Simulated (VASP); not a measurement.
# Cu (Cmcm) in VASP: further runs

Runs on Cu. Level: PBEsol. Tasks: single point.

Everything below comes from runs of VASP 6.6.1. Logs are shortened: lines on timing, memory, paths and dates and some standing lists are left out, and cuts for length are marked.

### 1 The cell of the first run

The structure is orthorhombic, space group Cmcm (No. 63). The conventional cell has a = 2.429 Å, b = 7.919 Å, c = 2.468 Å, α = 90.00°, β = 90.00°, γ = 90.00°. Within 3.2 Å of Cu (site symmetry m2m) lie 10 Cu at 2.43 to 2.53 Å.

### 2 Single point, PBEsol

Contents of INCAR:

```
PREC = Accurate
ENCUT = 520
EDIFF = 1E-6
ISMEAR = 0
SIGMA = 0.15
LREAL = F
LASPH = T
NELM = 80
ALGO = Normal
ISIF = 2
LWAVE = F
LCHARG = F
GGA = PS
NBANDS = 18
```

Contents of KPOINTS:

```
Automatic mesh
0
Gamma
  20 20 18
```

Contents of POSCAR:

```
Cu
1.0
    1.2146947347     -3.9594664907      0.0000000000
    1.2146947347      3.9594664907      0.0000000000
    0.0000000000      0.0000000000      2.4675572805
Cu
2
Direct
    0.1338543804      0.8661456196      0.2500000000
    0.8661456196      0.1338543804      0.7500000000
```

Potentials or basis: VASP PAW PBE potentials, release 64 (Cu).

Started as:

```sh
$ cat potpaw_PBE.64/Cu/POTCAR > POTCAR
$ mpirun -np 1 vasp_std > vasp.out
```

OUTCAR:

```text
PREC = Accurate
   ENCUT = 520
   EDIFF = 1E-6
   ISMEAR = 0
   LREAL = F
   LASPH = T
   NELM = 80
   ISIF = 2
   GGA = PS

 ion  position               nearest neighbor table
   1  0.134  0.866  0.250-   2 2.45   2 2.45   2 2.53   2 2.53   2 2.53   2 2.53
   2  0.866  0.134  0.750-   1 2.45   1 2.45   1 2.53   1 2.53   1 2.53   1 2.53

  LATTYP: Found a base centered orthorhombic cell.
 ALAT       =     2.4293894694
 B/A-ratio  =     3.2596391320
 C/A-ratio  =     1.0157108655

  Lattice vectors:

 A1 = (   1.2146947347,  -3.9594664907,   0.0000000000)
 A2 = (   1.2146947347,   3.9594664907,   0.0000000000)
 A3 = (   0.0000000000,   0.0000000000,   2.4675572805)

Analysis of symmetry for initial positions (statically):
=====================================================================
 Subroutine PRICEL returns:
 Original cell was already a primitive cell.

 Routine SETGRP: Setting up the symmetry group for a
 base centered orthorhombic supercell.

 Subroutine GETGRP returns: Found  8 space group operations
 (whereof  4 operations were pure point group operations)
 out of a pool of  8 trial point group operations.

The static configuration has the point symmetry C_2h.
 The point group associated with its full space group is D_2h.

Analysis of symmetry for dynamics (positions and initial velocities):
=====================================================================
 Subroutine PRICEL returns:
 Original cell was already a primitive cell.

 Routine SETGRP: Setting up the symmetry group for a
 base centered orthorhombic supercell.

 Subroutine GETGRP returns: Found  8 space group operations
 (whereof  4 operations were pure point group operations)
 out of a pool of  8 trial point group operations.

The dynamic configuration has the point symmetry C_2h.
 The point group associated with its full space group is D_2h.

 Subroutine INISYM returns: Found  8 space group operations
 (whereof  4 operations are pure point group operations),
 and found     1 'primitive' translations

----------------------------------------------------------------------------------------

                                     Primitive cell

  volume of cell :      23.7356

  direct lattice vectors                    reciprocal lattice vectors
     1.214694735 -3.959466491  0.000000000     0.411626054 -0.126279639  0.000000000
     1.214694735  3.959466491  0.000000000     0.411626054  0.126279639  0.000000000
     0.000000000  0.000000000  2.467557280     0.000000000  0.000000000  0.405259083

  length of vectors
     4.141600921  4.141600921  2.467557280     0.430560745  0.430560745  0.405259083

  position of ions in fractional coordinates (direct lattice)
     0.133854380  0.866145620  0.250000000
     0.866145620  0.133854380  0.750000000

  ion indices of the primitive-cell ions
   primitive index   ion index
                 1           1
                 2           2

----------------------------------------------------------------------------------------

 KPOINTS: Automatic mesh

Automatic generation of k-mesh.
 Grid dimensions read from file:
 generate k-points for:   20   20   18

 Generating k-lattice:

  Cartesian coordinates                     Fractional coordinates (reciprocal lattice)
     0.020581303 -0.006313982  0.000000000     0.050000000  0.000000000  0.000000000
     0.020581303  0.006313982  0.000000000     0.000000000  0.050000000  0.000000000
     0.000000000  0.000000000  0.022514393     0.000000000  0.000000000  0.055555556

  Length of vectors
     0.021528037  0.021528037  0.022514393

  Shift w.r.t. Gamma in fractional coordinates (k-lattice)
     0.000000000  0.000000000  0.000000000

 Subroutine IBZKPT returns following result:
 ===========================================

 Found   1110 irreducible k-points:

 Following reciprocal coordinates:
            Coordinates               Weight
  0.000000  0.000000  0.000000      1.000000
  0.050000 -0.000000  0.000000      4.000000
  0.100000 -0.000000  0.000000      4.000000
  0.150000  0.000000  0.000000      4.000000
  0.200000 -0.000000  0.000000      4.000000
  0.250000  0.000000  0.000000      4.000000
[... 16 lines left out ...]
 -0.400000  0.050000  0.000000      4.000000
 -0.350000  0.050000  0.000000      4.000000
 [... further k-points ...]
   k-points           NKPTS =   1110   k-points in BZ     NKDIM =   1110   number of bands    NBANDS=     18
   number of dos      NEDOS =    301   number of ions     NIONS =      2
   total plane-waves  NPLWV =  18432
   dimension x,y,z NGX =    32 NGY =   32 NGZ =   18
   dimension x,y,z NGXF=    64 NGYF=   64 NGZF=   36
   ions per type =               2
   NGX,Y,Z   is equivalent  to a cutoff of  12.84, 12.84, 12.13 a.u.
   NGXF,Y,Z  is equivalent  to a cutoff of  25.69, 25.69, 24.25 a.u.
 SYSTEM =  unknown system
   PREC   = accura    normal or accurate (medium, high low for compatibility)
   ISTART =      0    job   : 0-new  1-cont  2-samecut
   ICHARG =      2    charge: 1-file 2-atom 10-const
   ISPIN  =      1    spin polarized calculation?
   LNONCOLLINEAR =      F non collinear calculations
   LSORBIT =      F    spin-orbit coupling
   LASPH  =      T    aspherical Exc in radial PAW
   ENCUT  =  520.0 eV  38.22 Ry    6.18 a.u.   7.70  7.70  4.59*2*pi/ulx,y,z
   NELM   =     80;   NELMIN=  2; NELMDL= -5     # of ELM steps
   EDIFF  = 0.1E-05   stopping-criterion for ELM
   LREAL  =      F    real-space projection
   EDIFFG = 0.1E-04   stopping-criterion for IOM
   NSW    =      0    number of steps for IOM
   IBRION =     -1    ionic relax: 0-MD 1-quasi-New 2-CG
   NFREE  =      0    steps in history (QN), initial steepest desc. (CG)
   ISIF   =      2    stress and relaxation
   ISYM   =      2    0-nonsym 1-usesym 2-fastsym
   POTIM  = 0.5000    time-step for ionic-motion
   TEBEG  =    0.0;   TEEND  =   0.0 temperature during run
   PSTRESS=    0.0 pullay stress
   NELECT =      22.0000    total number of electrons
   NUPDOWN=      -1.0000    fix difference up-down
   EMIN   =  10.00;   EMAX   =-10.00  energy-range for DOS
   EFERMI =   0.00;   METHOD = LEGACY
   ISMEAR =     0;   SIGMA  =   0.15  broadening in eV -4-tet -1-fermi 0-gaus
   EFERMI_NEDOS =   21; number of points for ismear=-14 and -15
   IALGO  =     38    algorithm
   IMIX   =      4    mixing-type and parameters
     AMIX     =   0.40;   BMIX     =  1.00
     AMIX_MAG =   1.60;   BMIX_MAG =  1.00
  volume/ion in A,a.u.               =      11.87        80.09
  Fermi-wavevector in a.u.,A,eV,Ry     =   1.596181  3.016344 34.664823  2.547793
  Thomas-Fermi vector in A             =   2.693983
   LORBIT       =      0    0 simple, 1 ext, 2 COOP (PROOUT), +10 PAW based schemes
   GGA     = PS    functional components
   LHFCALC =     F    Hartree Fock is set to
   AEXX    =    0.0000 exact exchange contribution
   IVDW    =     0    specifies the selected vdW correction
   LEPSILON=     F    determine dielectric tensor
   LRPA    =     F    only Hartree local field effects (RPA)
 non-spin polarized calculation
 Gauss-broadening in eV      SIGMA  =   0.15
  energy-cutoff  :      520.00
  volume of cell :       23.74
 maximum number of plane-waves:       664
   NGX = 15   NGY = 15   NGZ =  9

 number of electron      21.9999987 magnetization

 Free energy of the ion-electron system (eV)
  ---------------------------------------------------
  ext. energy  EPLUGINS =         0.00000000
  ---------------------------------------------------
  free energy    TOTEN  =        -8.30477390 eV

  energy without entropy =       -8.29853250  energy(sigma->0) =       -8.30165320

 E-fermi :   7.3065     XC(G=0): -12.8451

 val. band max:        7.2998580638   @ k =  -0.4500   0.1500   0.0000
 cond. band min:       7.3082946677   @ k =   0.5000   0.3000   0.2778
 fundamental gap:      0.0084366039
 Fermi energy:         7.3064939428

 k-point     1 :       0.0000    0.0000    0.0000
  band No.  band energies     occupation
      1      -2.0182      2.00000
      2       2.3091      2.00000
      3       3.0811      2.00000
      4       3.5696      2.00000
      5       4.2852      2.00000
      6       4.5607      2.00000
[... 10 lines left out ...]
     17      27.0114      0.00000
     18      28.9887      0.00000

 k-point     2 :       0.0500   -0.0000    0.0000
  band No.  band energies     occupation
      1      -1.9453      2.00000
      2       2.3372      2.00000
      3       3.1088      2.00000
      4       3.5950      2.00000
      5       4.2937      2.00000
      6       4.5581      2.00000
[... 10 lines left out ...]
     17      27.4242      0.00000
     18      30.3640      0.00000

 k-point     3 :       0.1000   -0.0000    0.0000
  band No.  band energies     occupation
      1      -1.7283      2.00000
      2       2.4164      2.00000
      3       3.1895      2.00000
      4       3.6695      2.00000
      5       4.3182      2.00000
      6       4.5450      2.00000
[... 10 lines left out ...]
     17      27.6862      0.00000
     18      30.8818      0.00000

 k-point     4 :       0.1500    0.0000    0.0000
  band No.  band energies     occupation
      1      -1.3729      2.00000
      2       2.5323      2.00000
      3       3.3136      2.00000
      4       3.7829      2.00000
      5       4.3556      2.00000
      6       4.4099      2.00000
[... 10 lines left out ...]
     17      27.8630      0.00000
     18      31.1302      0.00000

 k-point     5 :       0.2000   -0.0000    0.0000
  band No.  band energies     occupation
      1      -0.8896      2.00000
      2       2.6637      2.00000
      3       3.4587      2.00000
      4       3.8489      2.00000
      5       4.2017      2.00000
      6       4.4011      2.00000
[... 10 lines left out ...]
     17      28.0521      0.00000
     18      31.3536      0.00000

 k-point     6 :       0.2500    0.0000    0.0000
  band No.  band energies     occupation
      1      -0.2974      2.00000
      2       2.7846      2.00000
      3       3.5917      2.00000
      4       3.6921      2.00000
      5       4.2662      2.00000
      6       4.4475      2.00000
[... 10 lines left out ...]
     17      28.2779      0.00000
     18      31.3461      0.00000

 k-point     7 :       0.3000    0.0000    0.0000
  band No.  band energies     occupation
      1       0.3708      2.00000
      2       2.8570      2.00000
      3       3.5104      2.00000
      4       3.7279      2.00000
      5       4.3283      2.00000
      6       4.4865      2.00000
[... 10 lines left out ...]
     17      28.5180      0.00000
     18      29.7166      0.00000

 k-point     8 :       0.3500   -0.0000    0.0000
  band No.  band energies     occupation
      1       1.0556      2.00000
      2       2.8428      2.00000
      3       3.4538      2.00000
      4       3.8524      2.00000
      5       4.3267      2.00000
      6       4.5120      2.00000
[... 10 lines left out ...]
     17      27.5638      0.00000
     18      28.9780      0.00000
[... 229 lines left out ...]
     17      28.7468      0.00000
     18      29.5456      0.00000

 k-point    20 :       0.4500    0.0500    0.0000
  band No.  band energies     occupation
      1       2.2058      2.00000
      2       2.6732      2.00000
      3       3.5440      2.00000
      4       4.1778      2.00000
      5       4.3344      2.00000
      6       4.5216      2.00000
[... 10 lines left out ...]
     17      29.6322      0.00000
     18      29.7480      0.00000

 k-point    21 :       0.5000    0.0500    0.0000
  band No.  band energies     occupation
      1       2.1192      2.00000
      2       2.6519      2.00000
      3       3.5618      2.00000
      4       4.1894      2.00000
      5       4.3465      2.00000
      6       4.5433      2.00000
[... 10 lines left out ...]
     17      29.1601      0.00000
     18      29.6897      0.00000

 k-point    22 :      -0.4500    0.0500    0.0000
  band No.  band energies     occupation
      1       1.7568      2.00000
      2       2.6988      2.00000
      3       3.5400      2.00000
      4       4.0892      2.00000
      5       4.2830      2.00000
      6       4.5527      2.00000
[... 10 lines left out ...]
     17      28.0025      0.00000
     18      29.4100      0.00000

 k-point    23 :      -0.4000    0.0500    0.0000
  band No.  band energies     occupation
      1       1.1847      2.00000
      2       2.7639      2.00000
      3       3.5148      2.00000
      4       3.8844      2.00000
      5       4.2880      2.00000
      6       4.5460      2.00000
[... 10 lines left out ...]
     17      26.8164      0.00000
     18      29.0655      0.00000

 k-point    24 :      -0.3500    0.0500    0.0000
  band No.  band energies     occupation
      1       0.5100      2.00000
      2       2.7934      2.00000
      3       3.5458      2.00000
      4       3.7090      2.00000
      5       4.2946      2.00000
      6       4.5232      2.00000
[... 10 lines left out ...]
     17      28.3100      0.00000
     18      28.9324      0.00000

 [... further k-points ...]
[... 5 lines left out ...]
  --------------------------------------------------------------------------------------
  -------------------------------------------------------------------------------------
  Total        0.0889622      0.1112880      0.1405304      0.0000000      0.0000000      0.0000000
  in kB        6.0050290      7.5120418      9.4859285      0.0000000      0.0000000      0.0000000
  external PRESSURE =       7.6676664 kB  Pullay stress =       0.0000000 kB

 VOLUME and BASIS-vectors are now :
 -----------------------------------------------------------------------------
  energy-cutoff  :      520.00
  volume of cell :       23.74
      direct lattice vectors                 reciprocal lattice vectors
     1.214694735 -3.959466491  0.000000000     0.411626054 -0.126279639  0.000000000
     1.214694735  3.959466491  0.000000000     0.411626054  0.126279639  0.000000000
     0.000000000  0.000000000  2.467557280     0.000000000  0.000000000  0.405259083

 POSITION                                       TOTAL-FORCE (eV/Angst)
 -----------------------------------------------------------------------------------
      1.21469      2.89948      0.61689         0.000000      0.004982      0.000000
      1.21469     -2.89948      1.85067         0.000000     -0.004982     -0.000000
 -----------------------------------------------------------------------------------
    total drift:                               -0.000000     -0.000000      0.000000

  FREE ENERGIE OF THE ION-ELECTRON SYSTEM (eV)
  ---------------------------------------------------
  free  energy   TOTEN  =        -8.3047739013 eV

  energy  without entropy=       -8.2985324987  energy(sigma->0) =       -8.30165320
```

It took 5.2 min on 1 thread of Intel Xeon Platinum 8259CL at 2.50GHz (Skylake/Cascade Lake), shared host; peak memory 0.48 GiB.

Results:

```yaml
Free_energy: -8.3048 eV
Pressure: 0.8 GPa
Largest_force: 0.005 eV/Å
Band_gap_on_the_k_mesh: zero (bands 11 and 12 overlap by 5.64 eV)
```

Forces on the atoms (eV/Å):
```
Cu   0.000  0.005  0.000
Cu   0.000 -0.005  0.000
```

Caveat: the PAW data sets were made with another functional, which shifts forces and pressure a little.

[end of part 1 of 2]
